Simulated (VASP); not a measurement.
A run of VASP 6.6.1:

INCAR

```
  PREC = Accurate
  ENCUT = 600
  EDIFF = 1E-7
  ISMEAR = 0
  SIGMA = 0.1
  LREAL = False
  LASPH = True
  NELM = 100
  ALGO = Normal
  ISIF = 3
  LWAVE = False
  LCHARG = False
  GGA = PE
  IBRION = 2
  NSW = 90
  EDIFFG = -0.04
```

KPOINTS

```
Automatic mesh
0
Gamma
  6 6 6
```

The input POSCAR:

```
Ge2Pd
1.0
    1.7004901696      0.9817784572      5.1359153194
   -1.7004901696      0.9817784572      5.1359153194
    0.0000000000     -1.9635569143      5.1359153194
Ge Pd
2 1
Direct
    0.7500000000      0.7500000000      0.7500000000
    0.2500000000      0.2500000000      0.2500000000
    0.0000000000      0.0000000000      0.0000000000
```

Potentials or basis: VASP PAW PBE potentials, release 64 (Ge_d, Pd).

Launch:

```bash
$ cat potpaw_PBE.64/Ge_d/POTCAR potpaw_PBE.64/Pd/POTCAR > POTCAR
$ mpirun -np 1 vasp_std > vasp.out
```

Hardware: 1 thread of Intel(R) Xeon(R) Platinum 8488C (Sapphire Rapids), on a shared host.

Question: How long does it take, and how much memory?

Answer: Wall time 37 min on 1 thread of Intel(R) Xeon(R) Platinum 8488C (Sapphire Rapids), with other jobs on the host, peak memory 0.39 GiB. Counts: scf iterations 225, k points 32, ion steps 23.
